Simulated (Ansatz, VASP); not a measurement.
# BN: VASP beside Ansatz

```
CELL_PARAMETERS angstrom
2.55454 0.00000 0.00000
-1.27727 2.21230 0.00000
0.00000 0.00000 4.22455
ATOMIC_POSITIONS crystal
B 0.66667 0.33333 0.99981
B 0.33333 0.66667 0.49981
N 0.66667 0.33333 0.62519
N 0.33333 0.66667 0.12519
```

Alike in both runs: functional PBE; k mesh 12 × 12 × 6; no spin polarisation.

Ansatz relaxed the structure, and its values are those at the end. VASP's run is a single point on that final structure, the one shown.

|  | VASP | Ansatz |
| --- | --- | --- |
| version | VASP 6.6.1 | Ansatz 0.2.0 |
| potentials or method | VASP PAW PBE potentials, release 64 (B, N), cutoff 600 eV | scalar-relativistic, plane waves, PAW |
| occupations | gaussian, width 0.01 eV | fixed |
| valence electrons in the cell | 16 | 16 |

Ansatz gave:

```
gap on the k mesh at the Fermi level (eV) : 5.23
least direct gap on the mesh (eV)         : 8.25
pressure (GPa)                            : 0.0
```

Question: What did VASP give for the same quantities?

Answer: gap on the k mesh at the Fermi level (eV): 5.21; least direct gap on the mesh (eV): 8.24; pressure (GPa): 0.0.
